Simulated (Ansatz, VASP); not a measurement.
## BeTe: VASP beside Ansatz

```
CELL_PARAMETERS angstrom
0.00000 2.77000 2.77000
2.77000 0.00000 2.77000
2.77000 2.77000 0.00000
ATOMIC_POSITIONS crystal
Be 0.00000 0.00000 0.00000
Te 0.75000 0.75000 0.75000
```

Alike in both runs: task single point; functional PBE; k mesh 7 × 7 × 7; no spin polarisation.

|  | VASP | Ansatz |
| --- | --- | --- |
| version | VASP 6.6.1 | Ansatz 0.2.0 |
| potentials or method | VASP PAW PBE potentials, release 64 (Be, Te) | plane waves, PAW |
| plane-wave cutoff (eV) | 600 | 420 |
| occupations | gaussian, width 0.01 eV | fixed |
| valence electrons in the cell | 8 | 18 |

VASP gave:

```
gap on the k mesh at the Fermi level (eV) : 1.91
```

Q: What did Ansatz give for the same quantities?

A: gap on the k mesh at the Fermi level (eV): 1.93.

VASP's potentials hold 8 valence electrons a cell and Ansatz's 18, so a difference there can come from the potentials and not from the codes.

Neither program's run includes spin-orbit coupling.
